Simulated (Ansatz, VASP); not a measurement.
## Two plane-wave programs on AlNi

File INCAR:

```
ALGO = Fast ; EDIFF = 1E-7
ENCUT = 520 ; GGA = PE
ISIF = 2 ; ISMEAR = 0
LASPH = True ; LCHARG = False
LREAL = False ; LWAVE = False
NBANDS = 14 ; NELM = 100
PREC = Accurate ; SIGMA = 0.15
```

The input KPOINTS:

```
k-points
0
Gamma
  16 16 16
```

POSCAR

```
AlNi
1.0
    2.9650418750      0.0000000000      0.0000000000
    0.0000000000      2.9650418750      0.0000000000
    0.0000000000      0.0000000000      2.9650418750
Al Ni
1 1
Direct
    0.0000000000      0.0000000000      0.0000000000
    0.5000000000      0.5000000000      0.5000000000
```

Input for Ansatz:

```yaml
crystal:
  lattice:
    - [2.965041875, 0.0, 0.0]
    - [0.0, 2.965041875, 0.0]
    - [0.0, 0.0, 2.965041875]
  atoms:
    - { symbol: Al, position: [0.0, 0.0, 0.0] }
    - { symbol: Ni, position: [0.5, 0.5, 0.5] }
basis:
  ecutwfc: 520.0
kpoints:
  mp_grid: { grid: [16, 16, 16] }
hamiltonian:
  xc: pbe
  pseudopotentials: { kind: paw, azcp: { folder: soft_1 } }
scf:
  occupations: { method: gaussian, width: 0.15 }
output:
  forces: true
  stress: true
  eigenvalues: true
```

Change from the starting cell: mode 6 frozen in at +0.000 Å, equal normal strain along x, y and z +0.0250.

Alike in both runs: task single point; functional PBE; k mesh 16 × 16 × 16; occupations gaussian, width 0.15 eV; no spin polarisation.

|  | VASP | Ansatz |
| --- | --- | --- |
| version | VASP 6.6.1 | Ansatz 0.2.0 |
| potentials or method | VASP PAW PBE potentials, release 64 (Al, Ni), cutoff 520 eV | scalar-relativistic, plane waves, PAW |
| valence electrons in the cell | 13 | 21 |

Ansatz gave:

| Quantity | Value |
| --- | --- |
| gap on the k mesh at the Fermi level (eV) | none |
| pressure (GPa) | -10.0 |

Question: What did VASP give for the same quantities?

Answer: gap on the k mesh at the Fermi level (eV): none; pressure (GPa): -10.1.

A gap of «none» marks a metal or a gap that the smearing closes. With one functional, cell and mesh, what is left measures potentials, basis and numerics. VASP's potentials hold 13 valence electrons a cell and Ansatz's 21, so a difference there can come from the potentials and not from the codes.
